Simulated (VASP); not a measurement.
# AlN (P6_3mc) in VASP: a series of runs

Runs on AlN. Level: LDA. Tasks: single point.

All numbers are computed with VASP 6.6.1; they aren't measurements. Logs are shortened: lines on timing, memory, paths and dates and some standing lists are left out, and cuts for length are marked.

**1. The cell of the first run**

The structure is hexagonal, space group P6_3mc (No. 186). The conventional cell has a = 3.006 Å, b = 3.006 Å, c = 4.809 Å, α = 90.00°, β = 90.00°, γ = 120.00°. Within 2.4 Å of Al (site symmetry 3m) lie 4 N at 1.83 Å. Within 2.4 Å of N (site symmetry 3m) lie 4 Al at 1.83 Å.

**2. Single point, LDA**

INCAR reads:

```
ALGO     = Normal         # electronic algorithm
EDIFF    = 1E-7           # SCF threshold, eV
ENCUT    = 520            # plane-wave cutoff, eV
ISIF     = 2              # what is computed and relaxed
ISMEAR   = 0              # smearing method
LASPH    = True           # aspherical terms in the spheres
LCHARG   = False          # write CHGCAR
LREAL    = False          # projectors in reciprocal space
LWAVE    = False          # write WAVECAR
NBANDS   = 16             # bands
NELM     = 60             # most SCF steps
PREC     = Accurate       # precision mode
SIGMA    = 0.01           # smearing width, eV
```

KPOINTS reads:

```
k-points
0
Gamma
  12 12 4
```

POSCAR reads:

```
AlN
1.0
    3.0055684543      0.0000000000      0.0000000000
   -1.5027842271      2.6028986323      0.0000000000
    0.0000000000      0.0000000000      4.8091026247
Al N
2 2
Direct
    0.3333333333      0.6666666667      0.0000000000
    0.6666666667      0.3333333333      0.5000000000
    0.3333333333      0.6666666667      0.3800000000
    0.6666666667      0.3333333333      0.8800000000
```

Potentials or basis: VASP PAW LDA potentials, release 64 (Al, N).

The run is started by

```bash
cat potpaw_LDA.64/Al/POTCAR potpaw_LDA.64/N/POTCAR > POTCAR
mpirun -np 1 vasp_std > vasp.out
```

OUTCAR:

```text
EDIFF = 1E-7
   ENCUT = 520
   ISIF = 2
   ISMEAR = 0
   LASPH = True
   LREAL = False
   NELM = 60
   PREC = Accurate

 ion  position               nearest neighbor table
   1  0.333  0.667  0.000-   3 1.83   4 1.83   4 1.83   4 1.83   2 2.97   2 2.97   2 2.97   2 2.97
                             2 2.97   2 2.97
   2  0.667  0.333  0.500-   4 1.83   3 1.83   3 1.83   3 1.83   1 2.97   1 2.97   1 2.97   1 2.97
                             1 2.97   1 2.97
   3  0.333  0.667  0.380-   1 1.83   2 1.83   2 1.83   2 1.83
   4  0.667  0.333  0.880-   2 1.83   1 1.83   1 1.83   1 1.83

  LATTYP: Found a hexagonal cell.
 ALAT       =     3.0055684543
 C/A-ratio  =     1.6000642467

  Lattice vectors:

 A1 = (   3.0055684543,   0.0000000000,   0.0000000000)
 A2 = (  -1.5027842271,   2.6028986323,   0.0000000000)
 A3 = (   0.0000000000,   0.0000000000,   4.8091026247)

Analysis of symmetry for initial positions (statically):
=====================================================================
 Subroutine PRICEL returns:
 Original cell was already a primitive cell.

 Routine SETGRP: Setting up the symmetry group for a
 hexagonal supercell.

 Subroutine GETGRP returns: Found 12 space group operations
 (whereof  6 operations were pure point group operations)
 out of a pool of 24 trial point group operations.

The static configuration has the point symmetry C_3v.
 The point group associated with its full space group is C_6v.

Analysis of symmetry for dynamics (positions and initial velocities):
=====================================================================
 Subroutine PRICEL returns:
 Original cell was already a primitive cell.

 Routine SETGRP: Setting up the symmetry group for a
 hexagonal supercell.

 Subroutine GETGRP returns: Found 12 space group operations
 (whereof  6 operations were pure point group operations)
 out of a pool of 24 trial point group operations.

The dynamic configuration has the point symmetry C_3v.
 The point group associated with its full space group is C_6v.

 Subroutine INISYM returns: Found 12 space group operations
 (whereof  6 operations are pure point group operations),
 and found     1 'primitive' translations

----------------------------------------------------------------------------------------

                                     Primitive cell

  volume of cell :      37.6225

  direct lattice vectors                    reciprocal lattice vectors
     3.005568454  0.000000000  0.000000000     0.332715762  0.192093535  0.000000000
    -1.502784227  2.602898632  0.000000000     0.000000000  0.384187070  0.000000000
     0.000000000  0.000000000  4.809102625     0.000000000  0.000000000  0.207939002

  length of vectors
     3.005568454  3.005568453  4.809102625     0.384187070  0.384187070  0.207939002

  position of ions in fractional coordinates (direct lattice)
     0.333333333  0.666666667  0.000000000
     0.666666667  0.333333333  0.500000000
     0.333333333  0.666666667  0.380000000
     0.666666667  0.333333333  0.880000000

  ion indices of the primitive-cell ions
   primitive index   ion index
                 1           1
                 2           2
                 3           3
                 4           4

----------------------------------------------------------------------------------------

 KPOINTS: k-points

Automatic generation of k-mesh.
 Grid dimensions read from file:
 generate k-points for:   12   12    4

 Generating k-lattice:

  Cartesian coordinates                     Fractional coordinates (reciprocal lattice)
     0.027726314  0.016007795  0.000000000     0.083333333  0.000000000  0.000000000
     0.000000000  0.032015589  0.000000000     0.000000000  0.083333333  0.000000000
     0.000000000  0.000000000  0.051984750     0.000000000  0.000000000  0.250000000

  Length of vectors
     0.032015589  0.032015589  0.051984750

  Shift w.r.t. Gamma in fractional coordinates (k-lattice)
     0.000000000  0.000000000  0.000000000

 Subroutine IBZKPT returns following result:
 ===========================================

 Found     57 irreducible k-points:

 Following reciprocal coordinates:
            Coordinates               Weight
  0.000000  0.000000  0.000000      1.000000
  0.083333 -0.000000  0.000000      6.000000
  0.166667 -0.000000  0.000000      6.000000
  0.250000 -0.000000  0.000000      6.000000
  0.333333 -0.000000  0.000000      6.000000
  0.416667 -0.000000  0.000000      6.000000
[... 16 lines left out ...]
  0.250000 -0.000000  0.250000     12.000000
  0.333333 -0.000000  0.250000     12.000000
 [... further k-points ...]
   k-points           NKPTS =     57   k-points in BZ     NKDIM =     57   number of bands    NBANDS=     16
   number of dos      NEDOS =    301   number of ions     NIONS =      4
   total plane-waves  NPLWV =  20736
   dimension x,y,z NGX =    24 NGY =   24 NGZ =   36
   dimension x,y,z NGXF=    48 NGYF=   48 NGZF=   72
[... 70 lines left out ...]
  band No.  band energies     occupation
      1      -8.7453      2.00000
      2      -6.1749      2.00000
      3       0.3998      2.00000
      4       6.0366      2.00000
      5       6.0366      2.00000
      6       6.7138      2.00000
[... 8 lines left out ...]
     15      20.8955      0.00000
     16      20.9109      0.00000

 k-point     2 :       0.0833   -0.0000    0.0000
  band No.  band energies     occupation
      1      -8.6436      2.00000
      2      -6.1154      2.00000
      3       0.5144      2.00000
      4       5.5952      2.00000
      5       5.9052      2.00000
      6       6.3133      2.00000
[... 8 lines left out ...]
     15      20.9192      0.00000
     16      20.9498      0.00000

 k-point     3 :       0.1667   -0.0000    0.0000
  band No.  band energies     occupation
      1      -8.3461      2.00000
      2      -5.9515      2.00000
      3       0.8526      2.00000
      4       4.5154      2.00000
      5       5.4209      2.00000
      6       5.6021      2.00000
[... 8 lines left out ...]
     15      20.1787      0.00000
     16      20.2280      0.00000

 k-point     4 :       0.2500   -0.0000    0.0000
  band No.  band energies     occupation
      1      -7.8786      2.00000
      2      -5.7323      2.00000
      3       1.3948      2.00000
      4       3.2424      2.00000
      5       4.3961      2.00000
      6       5.2587      2.00000
[... 8 lines left out ...]
     15      19.9897      0.00000
     16      20.9111      0.00000

 k-point     5 :       0.3333   -0.0000    0.0000
  band No.  band energies     occupation
      1      -7.2957      2.00000
      2      -5.5491      2.00000
      3       2.0464      2.00000
      4       2.1567      2.00000
      5       3.4510      2.00000
      6       4.9627      2.00000
[... 8 lines left out ...]
     15      20.0183      0.00000
     16      22.1837      0.00000

 k-point     6 :       0.4167   -0.0000    0.0000
  band No.  band energies     occupation
      1      -6.7104      2.00000
      2      -5.5131      2.00000
      3       1.3243      2.00000
      4       2.7601      2.00000
      5       2.8679      2.00000
      6       4.7666      2.00000
[... 8 lines left out ...]
     15      20.2098      0.00000
     16      23.1235      0.00000
[... 267 lines left out ...]
 k-point    21 :       0.0833   -0.0000    0.2500
  band No.  band energies     occupation
      1      -8.3741      2.00000
      2      -6.6488      2.00000
      3       1.4145      2.00000
      4       5.4620      2.00000
      5       5.7577      2.00000
      6       6.0139      2.00000
[... 8 lines left out ...]
     15      20.1790      0.00000
     16      20.1821      0.00000

 k-point    22 :       0.1667   -0.0000    0.2500
  band No.  band energies     occupation
      1      -8.0853      2.00000
      2      -6.4429      2.00000
      3       1.6228      2.00000
      4       4.5900      2.00000
      5       4.9794      2.00000
      6       5.7376      2.00000
[... 8 lines left out ...]
     15      20.2446      0.00000
     16      20.4714      0.00000

 k-point    23 :       0.2500   -0.0000    0.2500
  band No.  band energies     occupation
      1      -7.6344      2.00000
      2      -6.1488      2.00000
      3       1.8096      2.00000
      4       3.5142      2.00000
      5       4.1034      2.00000
      6       5.4172      2.00000
[... 8 lines left out ...]
     15      20.2483      0.00000
     16      21.0153      0.00000

 k-point    24 :       0.3333   -0.0000    0.2500
  band No.  band energies     occupation
      1      -7.0800      2.00000
      2      -5.8543      2.00000
      3       1.5498      2.00000
      4       2.6531      2.00000
      5       3.6862      2.00000
      6       5.1365      2.00000
[... 8 lines left out ...]
     15      20.3588      0.00000
     16      21.9323      0.00000

 [... further k-points ...]

------------------------ aborting loop because EDIFF is reached ----------------------------------------

  FORCE on cell =-STRESS in cart. coord.  units (eV):
  Direction    XX          YY          ZZ          XY          YZ          ZX
  --------------------------------------------------------------------------------------
  -------------------------------------------------------------------------------------
  Total        4.9393100      4.9393100      5.1600551      0.0000000     -0.0000000     -0.0000000
  in kB      210.3434244    210.3434241    219.7439874      0.0000000     -0.0000000     -0.0000000
  external PRESSURE =     213.4769453 kB  Pullay stress =       0.0000000 kB

 VOLUME and BASIS-vectors are now :
 -----------------------------------------------------------------------------
  energy-cutoff  :      520.00
  volume of cell :       37.62
      direct lattice vectors                 reciprocal lattice vectors
     3.005568454  0.000000000  0.000000000     0.332715762  0.192093535  0.000000000
    -1.502784227  2.602898632  0.000000000     0.000000000  0.384187070  0.000000000
     0.000000000  0.000000000  4.809102625     0.000000000  0.000000000  0.207939002

 POSITION                                       TOTAL-FORCE (eV/Angst)
 -----------------------------------------------------------------------------------
     -0.00000      1.73527      0.00000        -0.000000     -0.000000     -0.208585
      1.50278      0.86763      2.40455        -0.000000      0.000000     -0.208585
     -0.00000      1.73527      1.82746         0.000000     -0.000000      0.208585
      1.50278      0.86763      4.23201         0.000000      0.000000      0.208585
 -----------------------------------------------------------------------------------
    total drift:                               -0.000000     -0.000000      0.001033

  FREE ENERGIE OF THE ION-ELECTRON SYSTEM (eV)
  ---------------------------------------------------
  free  energy   TOTEN  =       -32.6298120613 eV

  energy  without entropy=      -32.6298120613  energy(sigma->0) =      -32.62981206
```

It took 29 s on 1 thread of Intel Xeon 8259CL, shared host; peak memory 0.15 GiB.

Results:

```
Free energy            : -32.6298 eV
Pressure               : 21.3 GPa
Largest force          : 0.209 eV/Å
Band gap on the k mesh : 4.93 eV (least direct gap 5.21 eV)
```

Forces in eV/Å, atoms in the order of the input:
```
Al   0.000  0.000 -0.209
Al   0.000  0.000 -0.209
N    0.000  0.000  0.209
N    0.000  0.000  0.209
```

Caveat: the cell stands under pressure.

**3. Single point, LDA**

This run uses another cell than the first one, of 9.67 Å³/atom.

INCAR reads:

```
SYSTEM = AlN
ALGO = Normal ; EDIFF = 1E-6
ENCUT = 520 ; GGA = CA
ISIF = 2 ; ISMEAR = 0
LASPH = .True. ; LCHARG = .True.
LELF = .True. ; LREAL = .False.
LVHAR = .True. ; LWAVE = .False.
NBANDS = 16 ; NELM = 80
PREC = Accurate ; SIGMA = 0.01
```

KPOINTS reads:

```
k-points
0
Gamma
  12 12 4
  0 0 0
```

POSCAR reads:

```
AlN
1.0
    3.0331440171      0.0000000000      0.0000000000
   -1.5165720086      2.6267797702      0.0000000000
    0.0000000000      0.0000000000      4.8532252969
Al N
2 2
Direct
    0.3333333333      0.6666666667      0.0000000000
    0.6666666667      0.3333333333      0.5000000000
    0.3333333333      0.6666666667      0.3800000000
    0.6666666667      0.3333333333      0.8800000000
```

Potentials or basis: VASP PAW LDA potentials, release 64 (Al, N).

The run is started by

```bash
cat potpaw_LDA.64/Al/POTCAR potpaw_LDA.64/N/POTCAR > POTCAR
mpirun -np 1 vasp_std > vasp.out
```

It took 32 s on 1 thread of Intel Xeon 8259CL, shared host; peak memory 0.15 GiB.

The run converged. Its results:

| Property | Result |
| --- | --- |
| Free energy | -32.7444 eV |
| Pressure | 13.7 GPa |
| Largest force | 0.183 eV/Å |
| Band gap on the k mesh | 4.93 eV (least direct gap 4.95 eV) |

Forces in eV/Å, atoms in the order of the input:
```
Al   0.000  0.000 -0.183
Al   0.000  0.000 -0.183
N    0.000  0.000  0.183
N    0.000  0.000  0.183
```

Stress tensor (GPa, compression positive):
```
13.32  0.00  0.00
 0.00 13.32  0.00
 0.00  0.00 14.51
```

Levels at points of the mesh, in eV from the valence-band top:
```csv
k point,band 6,band 7,band 8,band 9,band 10,band 11
"(0.00, 0.00, 0.00)",-0.20,-0.20,0.00,4.95,7.24,11.12
"(0.50, 0.00, 0.00)",-2.18,-1.91,-0.68,5.85,5.93,8.79
"(0.00, 0.00, 0.50)",-0.54,-0.54,-0.54,7.11,7.11,10.80
"(0.50, 0.00, 0.50)",-1.52,-1.43,-1.43,5.46,5.46,9.59
```

Caveat: the cell stands under pressure. LDA gaps usually lie below the measured ones, often by a third to a half.

**4. Single point, LDA**

This run uses another cell than the first one, of 9.93 Å³/atom.

INCAR reads:

```
SYSTEM = AlN
PREC = Accurate ; ENCUT = 520
EDIFF = 1E-6 ; ISMEAR = 0
SIGMA = 0.01 ; LREAL = .FALSE.
LASPH = .TRUE. ; NELM = 80
ALGO = Normal ; ISIF = 2
LWAVE = .FALSE. ; LCHARG = .FALSE.
GGA = CA ; NBANDS = 16
```

KPOINTS reads:

```
regular mesh
0
G
  12 12 4
  0 0 0
```

POSCAR reads:

```
AlN
1.0
    3.0602270932      0.0000000000      0.0000000000
   -1.5301135466      2.6502344021      0.0000000000
    0.0000000000      0.0000000000      4.8965599586
Al N
2 2
Direct
    0.3333333333      0.6666666667      0.0000000000
    0.6666666667      0.3333333333      0.5000000000
    0.3333333333      0.6666666667      0.3800000000
    0.6666666667      0.3333333333      0.8800000000
```

The run is started by

```bash
cat potpaw_LDA.64/Al/POTCAR potpaw_LDA.64/N/POTCAR > POTCAR
mpirun -np 1 vasp_std > vasp.out
```

Wall time 33 s (1 thread of Intel Xeon 8259CL, shared host); peak memory 0.15 GiB.

It converged, with:

```
Free energy            : -32.8124 eV
Pressure               : 7.0 GPa
Largest force          : 0.160 eV/Å
Band gap on the k mesh : 4.71 eV
```

Forces in eV/Å, atoms in the order of the input:
```
Al   0.000  0.000 -0.160
Al   0.000  0.000 -0.160
N    0.000  0.000  0.160
N    0.000  0.000  0.160
```

Stress tensor (GPa, compression positive):
```
6.55 0.00 0.00
0.00 6.55 0.00
0.00 0.00 7.94
```

Levels at points of the mesh, in eV from the valence-band top:
```csv
k point,band 6,band 7,band 8,band 9,band 10,band 11
"(0.00, 0.00, 0.00)",-0.19,-0.19,0.00,4.71,7.00,10.89
"(0.50, 0.00, 0.00)",-2.15,-1.87,-0.68,5.80,5.84,8.55
"(0.00, 0.00, 0.50)",-0.53,-0.53,-0.53,6.87,6.87,10.58
"(0.50, 0.00, 0.50)",-1.49,-1.41,-1.41,5.38,5.38,9.42
```

Caveat: the cell stands under pressure. A k mesh can miss the band edges.

**5. Single point, LDA**

This run uses another cell than the first one, of 10.19 Å³/atom.

INCAR reads:

```
SYSTEM = AlN
PREC = Accurate ; ENCUT = 520
EDIFF = 1E-7 ; ISMEAR = 0
SIGMA = 0.01 ; LREAL = .False.
LASPH = .True. ; NELM = 60
ALGO = Normal ; ISIF = 2
LWAVE = .False. ; LCHARG = .True.
LELF = .True. ; LVHAR = .True.
NBANDS = 16
```

KPOINTS reads:

```
Automatic mesh
0
Gamma
  12 12 4
  0 0 0
```

POSCAR reads:

```
AlN
1.0
    3.0868390993      0.0000000000      0.0000000000
   -1.5434195496      2.6732810754      0.0000000000
    0.0000000000      0.0000000000      4.9391408781
Al N
2 2
Direct
    0.3333333333      0.6666666667      0.0000000000
    0.6666666667      0.3333333333      0.5000000000
    0.3333333333      0.6666666667      0.3800000000
    0.6666666667      0.3333333333      0.8800000000
```

The run is started by

```bash
cat potpaw_LDA.64/Al/POTCAR potpaw_LDA.64/N/POTCAR > POTCAR
mpirun -np 1 vasp_std > vasp.out
```

It took 47 s on 1 thread of Intel Xeon 8259CL, shared host; peak memory 0.16 GiB.

It converged, with:

| Item | Value |
| --- | --- |
| Free energy | -32.8392 eV |
| Pressure | 1.1 GPa |
| Largest force | 0.139 eV/Å |
| Band gap on the k mesh | 4.47 eV |

Forces on the atoms (eV/Å):
```
Al   0.000  0.000 -0.139
Al   0.000  0.000 -0.139
N    0.000  0.000  0.139
N    0.000  0.000  0.139
```

Stress tensor (GPa, compression positive):
```
0.60 0.00 0.00
0.00 0.60 0.00
0.00 0.00 2.17
```

Levels at points of the mesh, in eV from the valence-band top:
```tsv
k point	band 6	band 7	band 8	band 9	band 10	band 11
(0.00, 0.00, 0.00)	-0.18	-0.18	0.00	4.47	6.77	10.68
(0.50, 0.00, 0.00)	-2.11	-1.83	-0.67	5.74	5.75	8.32
(0.00, 0.00, 0.50)	-0.53	-0.53	-0.53	6.64	6.64	10.37
(0.50, 0.00, 0.50)	-1.47	-1.38	-1.38	5.29	5.29	9.27
```

**6. Summary**

| cell | gap on the mesh (eV) | pressure (GPa) | largest force (eV/Å) |
| --- | --- | --- | --- |
| a = 3.006, b = 3.006, c = 4.809 Å, angles 90.0, 90.0, 120.0°, 4 atoms | 4.93 | 21.3 | 0.21 |
| a = 3.033, b = 3.033, c = 4.853 Å, angles 90.0, 90.0, 120.0°, 4 atoms | 4.93 | 13.7 | 0.18 |
| a = 3.060, b = 3.060, c = 4.897 Å, angles 90.0, 90.0, 120.0°, 4 atoms | 4.71 | 7.0 | 0.16 |
| a = 3.087, b = 3.087, c = 4.939 Å, angles 90.0, 90.0, 120.0°, 4 atoms | 4.47 | 1.1 | 0.14 |

Alike in all rows: task single point; level LDA; potentials or basis VASP PAW LDA potentials, release 64 (Al, N); no spin polarisation; k mesh 12 × 12 × 4; cutoff (eV) 520; smearing gaussian 0.01 eV.

Caveats: the cell stands under pressure (at least some runs).

Absolute energies hang on the potentials; compare differences alone.
